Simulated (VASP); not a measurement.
# Si2Mo (Fmm2) in VASP: notebook, part 2 of 2

VASP 6.6.1. Earlier steps stand in the parts before.

**3. Single point, PBEsol (all Si atoms moved +0.312 Å, as atom 1 along Cartesian [1 -1 0])**

INCAR reads:

```
SYSTEM = Si2Mo
PREC     = Accurate       ! precision mode
ENCUT    = 520            ! plane-wave cutoff, eV
EDIFF    = 1E-7           ! SCF threshold, eV
ISMEAR   = 0              ! smearing method
SIGMA    = 0.15           ! smearing width, eV
LREAL    = .FALSE.        ! projectors in reciprocal space
LASPH    = .TRUE.         ! aspherical terms in the spheres
NELM     = 60             ! most SCF steps
ALGO     = Normal         ! electronic algorithm
ISIF     = 2              ! what is computed and relaxed
LWAVE    = .FALSE.        ! write WAVECAR
LCHARG   = .FALSE.        ! write CHGCAR
GGA      = PS             ! functional
NBANDS   = 18             ! bands
```

KPOINTS reads:

```
regular mesh
0
G
  20 20 20
  0 0 0
```

POSCAR reads:

```
Si2Mo
1.0
   -1.5950350850      1.5950350850      3.9106920018
    1.5950350850     -1.5950350850      3.9106920018
    1.5950350850      1.5950350850     -3.9106920018
Si Mo
2 1
Direct
    0.2657913235      0.4043280059      0.0000000000
    0.5956719941      0.7342086765      0.0000000000
    0.0000000000      0.0000000000      0.0000000000
```

Potentials or basis: VASP PAW PBE potentials, release 64 (Si, Mo_sv).

Launch:

```sh
cat potpaw_PBE.64/Si/POTCAR potpaw_PBE.64/Mo_sv/POTCAR > POTCAR
mpirun -np 1 vasp_std > vasp.out
```

OUTCAR:

```text
SYSTEM = Si2Mo
   PREC = Accurate
   ENCUT = 520
   EDIFF = 1E-7
   ISMEAR = 0
   LREAL = .FALSE.
   LASPH = .TRUE.
   NELM = 60
   ISIF = 2
   GGA = PS

 ion  position               nearest neighbor table
   1  0.266  0.404  0.000-   3 2.33   2 2.58   3 2.62   3 2.62   2 2.62   2 2.62   2 2.62   2 2.62
                             3 2.64   3 2.87
   2  0.596  0.734  0.000-   3 2.33   1 2.58   3 2.62   3 2.62   1 2.62   1 2.62   1 2.62   1 2.62
                             3 2.64   3 2.87
   3  0.000  0.000  0.000-   2 2.33   1 2.33   1 2.62   2 2.62   2 2.62   1 2.62   2 2.64   1 2.64
                             1 2.87   2 2.87

  LATTYP: Found a body centered tetragonal cell.
 ALAT       =     3.1900701700
 C/A-ratio  =     2.4517905835

  Lattice vectors:

 A1 = (  -1.5950350850,   1.5950350850,   3.9106920018)
 A2 = (   1.5950350850,  -1.5950350850,   3.9106920018)
 A3 = (   1.5950350850,   1.5950350850,  -3.9106920018)

Analysis of symmetry for initial positions (statically):
=====================================================================
 Subroutine PRICEL returns:
 Original cell was already a primitive cell.

 Routine SETGRP: Setting up the symmetry group for a
 body centered tetragonal supercell.

 Subroutine GETGRP returns: Found  4 space group operations
 (whereof  4 operations were pure point group operations)
 out of a pool of 16 trial point group operations.

The static configuration has the point symmetry C_2v.

Analysis of symmetry for dynamics (positions and initial velocities):
=====================================================================
 Subroutine PRICEL returns:
 Original cell was already a primitive cell.

 Routine SETGRP: Setting up the symmetry group for a
 body centered tetragonal supercell.

 Subroutine GETGRP returns: Found  4 space group operations
 (whereof  4 operations were pure point group operations)
 out of a pool of 16 trial point group operations.

The dynamic configuration has the point symmetry C_2v.

 Subroutine INISYM returns: Found  4 space group operations
 (whereof  4 operations are pure point group operations),
 and found     1 'primitive' translations

----------------------------------------------------------------------------------------

                                     Primitive cell

  volume of cell :      39.7973

  direct lattice vectors                    reciprocal lattice vectors
    -1.595035085  1.595035085  3.910692002     0.000000000  0.313472728  0.127854610
     1.595035085 -1.595035085  3.910692002     0.313472728  0.000000000  0.127854610
     1.595035085  1.595035085 -3.910692002     0.313472728  0.313472728  0.000000000

  length of vectors
     4.514619118  4.514619118  4.514619118     0.338543871  0.338543871  0.443317384

  position of ions in fractional coordinates (direct lattice)
     0.265791323  0.404328006  0.000000000
     0.595671994  0.734208677  0.000000000
     0.000000000  0.000000000  0.000000000

  ion indices of the primitive-cell ions
   primitive index   ion index
                 1           1
                 2           2
                 3           3

----------------------------------------------------------------------------------------

 KPOINTS: regular mesh

Automatic generation of k-mesh.
 Grid dimensions read from file:
[... 23 lines left out ...]
  0.050000 -0.000000  0.000000      8.000000
  0.100000  0.000000  0.000000      8.000000
  0.150000  0.000000  0.000000      8.000000
  0.200000  0.000000  0.000000      8.000000
  0.250000 -0.000000  0.000000      8.000000
[... 16 lines left out ...]
  0.000000  0.350000 -0.050000      8.000000
  0.350000  0.050000 -0.000000      8.000000
 [... further k-points ...]
   k-points           NKPTS =   1166   k-points in BZ     NKDIM =   1166   number of bands    NBANDS=     18
   number of dos      NEDOS =    301   number of ions     NIONS =      3
   total plane-waves  NPLWV =  46656
   dimension x,y,z NGX =    36 NGY =   36 NGZ =   36
   dimension x,y,z NGXF=    72 NGYF=   72 NGZF=   72
   ions per type =               2   1
   NGX,Y,Z   is equivalent  to a cutoff of  13.26, 13.26, 13.26 a.u.
   NGXF,Y,Z  is equivalent  to a cutoff of  26.51, 26.51, 26.51 a.u.
 SYSTEM =  Si2Mo
   PREC   = accura    normal or accurate (medium, high low for compatibility)
   ISTART =      0    job   : 0-new  1-cont  2-samecut
   ICHARG =      2    charge: 1-file 2-atom 10-const
   ISPIN  =      1    spin polarized calculation?
   LNONCOLLINEAR =      F non collinear calculations
   LSORBIT =      F    spin-orbit coupling
   LASPH  =      T    aspherical Exc in radial PAW
   ENCUT  =  520.0 eV  38.22 Ry    6.18 a.u.   8.39  8.39  8.39*2*pi/ulx,y,z
   NELM   =     60;   NELMIN=  2; NELMDL= -5     # of ELM steps
   EDIFF  = 0.1E-06   stopping-criterion for ELM
   LREAL  =      F    real-space projection
   EDIFFG = 0.1E-05   stopping-criterion for IOM
   NSW    =      0    number of steps for IOM
   IBRION =     -1    ionic relax: 0-MD 1-quasi-New 2-CG
   NFREE  =      0    steps in history (QN), initial steepest desc. (CG)
   ISIF   =      2    stress and relaxation
   ISYM   =      2    0-nonsym 1-usesym 2-fastsym
   POTIM  = 0.5000    time-step for ionic-motion
   TEBEG  =    0.0;   TEEND  =   0.0 temperature during run
   PSTRESS=    0.0 pullay stress
   NELECT =      22.0000    total number of electrons
   NUPDOWN=      -1.0000    fix difference up-down
   EMIN   =  10.00;   EMAX   =-10.00  energy-range for DOS
   EFERMI =   0.00;   METHOD = LEGACY
   ISMEAR =     0;   SIGMA  =   0.15  broadening in eV -4-tet -1-fermi 0-gaus
   EFERMI_NEDOS =   21; number of points for ismear=-14 and -15
   IALGO  =     38    algorithm
   IMIX   =      4    mixing-type and parameters
     AMIX     =   0.40;   BMIX     =  1.00
     AMIX_MAG =   1.60;   BMIX_MAG =  1.00
  volume/ion in A,a.u.               =      13.27        89.52
  Fermi-wavevector in a.u.,A,eV,Ry     =   1.343583  2.539003 24.561429  1.805214
  Thomas-Fermi vector in A             =   2.471645
   LORBIT       =      0    0 simple, 1 ext, 2 COOP (PROOUT), +10 PAW based schemes
   GGA     = PS    functional components
   LHFCALC =     F    Hartree Fock is set to
   AEXX    =    0.0000 exact exchange contribution
   IVDW    =     0    specifies the selected vdW correction
   LEPSILON=     F    determine dielectric tensor
   LRPA    =     F    only Hartree local field effects (RPA)
 non-spin polarized calculation
 Gauss-broadening in eV      SIGMA  =   0.15
  energy-cutoff  :      520.00
  volume of cell :       39.80
 maximum number of plane-waves:      1104
 NGX is ok and might be reduce to    36
   NGX = 17   NGY = 17   NGZ = 17

 number of electron      22.0000000 magnetization

 Free energy of the ion-electron system (eV)
  ---------------------------------------------------
  ext. energy  EPLUGINS =         0.00000000
  ---------------------------------------------------
  free energy    TOTEN  =       -24.52203270 eV

  energy without entropy =      -24.51935468  energy(sigma->0) =      -24.52069369

 E-fermi :  12.3029     XC(G=0): -12.5393

 val. band max:       12.3009311343   @ k =   0.0500   0.0500   0.0000
 cond. band min:      12.3047458302   @ k =   0.5000   0.5000   0.3000
 fundamental gap:      0.0038146959
 Fermi energy:        12.3028796248

 k-point     1 :       0.0000    0.0000    0.0000
  band No.  band energies     occupation
      1     -48.1986      2.00000
      2     -22.4430      2.00000
      3     -22.3513      2.00000
      4     -22.2891      2.00000
      5      -1.1605      2.00000
      6       5.8952      2.00000
[... 481 lines left out ...]
      5       1.0289      2.00000
      6       4.5220      2.00000
[... 10 lines left out ...]
     17      19.5576      0.00000
     18      21.4625      0.00000

 [... further k-points ...]

------------------------ aborting loop because EDIFF is reached ----------------------------------------

  FORCE on cell =-STRESS in cart. coord.  units (eV):
  Direction    XX          YY          ZZ          XY          YZ          ZX
  --------------------------------------------------------------------------------------
  -------------------------------------------------------------------------------------
  Total        2.0704370      2.0704370      1.6159595     -2.2569700      0.0000000      0.0000000
  in kB       83.3524797     83.3524797     65.0559438    -90.8619974      0.0000000      0.0000000
  external PRESSURE =      77.2536344 kB  Pullay stress =       0.0000000 kB

 VOLUME and BASIS-vectors are now :
 -----------------------------------------------------------------------------
  energy-cutoff  :      520.00
  volume of cell :       39.80
      direct lattice vectors                 reciprocal lattice vectors
    -1.595035085  1.595035085  3.910692002     0.000000000  0.313472728  0.127854610
     1.595035085 -1.595035085  3.910692002     0.313472728  0.000000000  0.127854610
     1.595035085  1.595035085 -3.910692002     0.313472728  0.313472728  0.000000000

 POSITION                                       TOTAL-FORCE (eV/Angst)
 -----------------------------------------------------------------------------------
      0.22097     -0.22097      2.62063        -1.401986      1.401986     -0.645440
      0.22097     -0.22097      5.20075        -1.401986      1.401986      0.645440
      0.00000      0.00000      0.00000         2.803972     -2.803972      0.000000
 -----------------------------------------------------------------------------------
    total drift:                               -0.000010      0.000010      0.000000

  FREE ENERGIE OF THE ION-ELECTRON SYSTEM (eV)
  ---------------------------------------------------
  free  energy   TOTEN  =       -24.5220326955 eV

  energy  without entropy=      -24.5193546841  energy(sigma->0) =      -24.52069369
```

Wall time 18 min (1 thread of Intel Xeon Platinum 8259CL at 2.50GHz (Skylake/Cascade Lake), shared host); peak memory 0.85 GiB.

What came out:

```
Free energy            : -24.5220 eV
Pressure               : 7.7 GPa
Largest force          : 3.965 eV/Å
Band gap on the k mesh : zero (bands 11 and 12 overlap by 0.34 eV)
```

Forces on the atoms (eV/Å):
```
Si  -1.402  1.402 -0.645
Si  -1.402  1.402  0.645
Mo   2.804 -2.804  0.000
```

Caveat: the cell differs from its parent crystal (all Si atoms moved +0.312 Å, as atom 1 along Cartesian [1 -1 0]); the cell stands under pressure; the PAW data sets were made with another functional, which shifts forces and pressure a little.

The gap in the log of VASP goes by the Fermi energy; the results here count the filled bands.